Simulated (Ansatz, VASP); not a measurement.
Pt2C in VASP and in Ansatz

```xyz
3
Lattice="0.0000 2.7155 2.7155 2.7155 0.0000 2.7155 2.7155 2.7155 0.0000" Properties=species:S:1:pos:R:3 pbc="T T T"
Pt    1.3577    1.3577    1.3577
Pt    4.0732    4.0732    4.0732
C     0.0000    0.0000    0.0000
```

Alike in both runs: functional PBE; k mesh 6 × 6 × 6; occupations gaussian, width 0.1 eV; no spin polarisation.

Ansatz relaxed the structure, and its values are those at the end. VASP's run is a single point on that final structure, the one shown.

|  | VASP | Ansatz |
| --- | --- | --- |
| version | VASP 6.6.1 | Ansatz 0.2.0 |
| potentials or method | VASP PAW PBE potentials, release 64 (Pt, C), cutoff 600 eV | scalar-relativistic, plane waves, PAW |
| valence electrons in the cell | 24 | 40 |

Ansatz gave:

```
gap on the k mesh at the Fermi level (eV) : none
pressure (GPa)                            : 0.1
```

**Question.** Estimate VASP's values.

**Answer.** gap on the k mesh at the Fermi level (eV): none; pressure (GPa): -0.1.

A gap of «none» marks a metal or a gap that the smearing closes. With one functional, cell and mesh, what is left measures potentials, basis and numerics. VASP's potentials hold 24 valence electrons a cell and Ansatz's 40, so a difference there can come from the potentials and not from the codes.

Spin-orbit coupling is off throughout.
